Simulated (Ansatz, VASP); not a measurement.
# Si in VASP and in Ansatz

The input INCAR:

```
SYSTEM = Si
PREC = Accurate
ENCUT = 520
EDIFF = 1E-7
ISMEAR = -1
SIGMA = 0.15
LREAL = .FALSE.
LASPH = .TRUE.
NELM = 100
ALGO = Normal
ISIF = 2
LWAVE = .FALSE.
LCHARG = .FALSE.
NBANDS = 11
```

KPOINTS

```
Automatic mesh
0
G
  8 8 8
  0 0 0
```

Contents of POSCAR:

```
Si
1.0
    0.0000000000      2.7752343705      2.7752343705
    2.7752343705      0.0000000000      2.7752343705
    2.7752343705      2.7752343705      0.0000000000
Si
2
Direct
    0.5000000000      0.5000000000      0.5000000000
    0.7500000000      0.7500000000      0.7500000000
```

File input.yaml:

```yaml
crystal:
  lattice:
    - [0.0, 2.7752343705, 2.7752343705]
    - [2.7752343705, 0.0, 2.7752343705]
    - [2.7752343705, 2.7752343705, 0.0]
  atoms:
    - { symbol: Si, position: [0.5, 0.5, 0.5] }
    - { symbol: Si, position: [0.75, 0.75, 0.75] }
kpoints:
  mp_grid: { grid: [8, 8, 8] }
scf:
  occupations: { method: fermi_dirac, width: 0.15 }
hamiltonian:
  xc: lda
  pseudopotentials:
    kind: all_electron
    lapw: { basis_error: 0.0005 }
    nuclear_model: point
output:
  forces: true
  stress: true
  eigenvalues: true
```

Change from the starting cell: volume scaled by 1.06.

Alike in both runs: task single point; functional LDA; k mesh 8 × 8 × 8; occupations fermi-dirac, width 0.15 eV; no spin polarisation.

|  | VASP | Ansatz |
| --- | --- | --- |
| version | VASP 6.6.1 | Ansatz 0.2.0 |
| potentials or method | VASP PAW LDA potentials, release 64 (Si), cutoff 520 eV | all-electron LAPW, point nuclei |

|  | VASP | Ansatz | Ansatz less VASP |
| --- | --- | --- | --- |
| gap on the k mesh at the Fermi level (eV) | 0.61 | 0.61 | +0.003 |
| least direct gap on the mesh (eV) | 2.33 | 2.33 | -0.008 |
| pressure (GPa) | -6.6 | -6.6 | -0.05 |

LDA's correlation is that of Perdew and Zunger in VASP and of Perdew and Wang (1992) in Ansatz. Ansatz ran all-electron here, and VASP with PAW potentials.
